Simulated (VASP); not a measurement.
Here is a VASP 6.6.1 calculation.

INCAR

```
PREC = Accurate ; ENCUT = 520
EDIFF = 1E-6 ; ISMEAR = 0
SIGMA = 0.1 ; LREAL = F
LASPH = T ; NELM = 80
ALGO = Normal ; ISIF = 2
LWAVE = F ; LCHARG = T
GGA = PE ; LELF = T
LVHAR = T ; NBANDS = 11
```

KPOINTS

```
Automatic mesh
0
Gamma
  24 24 24
```

File POSCAR:

```
Pt
1.0
    0.0000000000      1.9850439983      1.9850439983
    1.9850439983      0.0000000000      1.9850439983
    1.9850439983      1.9850439983      0.0000000000
Pt
1
Direct
    0.0000000000      0.0000000000      0.0000000000
```

Potentials or basis: VASP PAW PBE potentials, release 64 (Pt).

The run is started by

```bash
$ cat potpaw_PBE.64/Pt/POTCAR > POTCAR
$ mpirun -np 1 vasp_std > vasp.out
```

(1) Predict the pressure.

(2) Estimate the band gap on the k mesh.

Results:

(1) -0.5 GPa.

(2) zero (band 5 reaches 11.03 eV, above the bottom of band 6 at 8.94 eV).

Caveat: spin-orbit coupling is left out, which moves the levels of the heavy elements.
